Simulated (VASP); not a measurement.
Write the native input for VASP 6.6.1 that does the following.

- Task: single point
- Functional: LDA
- Potentials or basis: VASP PAW LDA potentials, release 64 (Te, Pb_d)
- Cutoff: 500 eV
- k mesh: 8 × 8 × 8
- Occupations: gaussian, width 0.02 eV
- Spin: no spin polarisation
- Dipole correction: no
- Further INCAR settings: ALGO = Normal; EDIFF = 1e-06; NBANDS = 17

The structure of TePb lies in POSCAR:

```
TePb
1.0
    0.0000000000      3.1905007192      3.1905007192
    3.1905007192      0.0000000000      3.1905007192
    3.1905007192      3.1905007192      0.0000000000
Te Pb
1 1
Direct
    0.5000000000      0.5000000000      0.5000000000
    0.0000000000      0.0000000000      0.0000000000
```

These files were run (other wordings do the same):

INCAR

```
SYSTEM = TePb
PREC = Accurate
ENCUT = 500
EDIFF = 1E-6
ISMEAR = 0
SIGMA = 0.02
LREAL = .False.
LASPH = .True.
NELM = 120
ALGO = Normal
ISIF = 2
LWAVE = .False.
LCHARG = .False.
GGA = CA
NBANDS = 17
GGA_COMPAT = .False.
```

KPOINTS

```
regular mesh
0
Gamma
  8 8 8
  0 0 0
```

Potentials or basis: VASP PAW LDA potentials, release 64 (Te, Pb_d).

Run with:

```sh
$ cat potpaw_LDA.64/Te/POTCAR potpaw_LDA.64/Pb_d/POTCAR > POTCAR
$ mpirun -np 1 vasp_std > vasp.out
```

It gave:

```json
{
 "Pressure": "0.1 GPa",
 "Band gap on the k mesh": "0.55 eV, direct"
}
```

Caveat: spin-orbit coupling is left out, which moves the levels of the heavy elements.

Run time: 15 s on 1 thread of Intel(R) Xeon(R) 6975P-C (Granite Rapids), with other jobs on the host, peak memory 0.18 GiB.
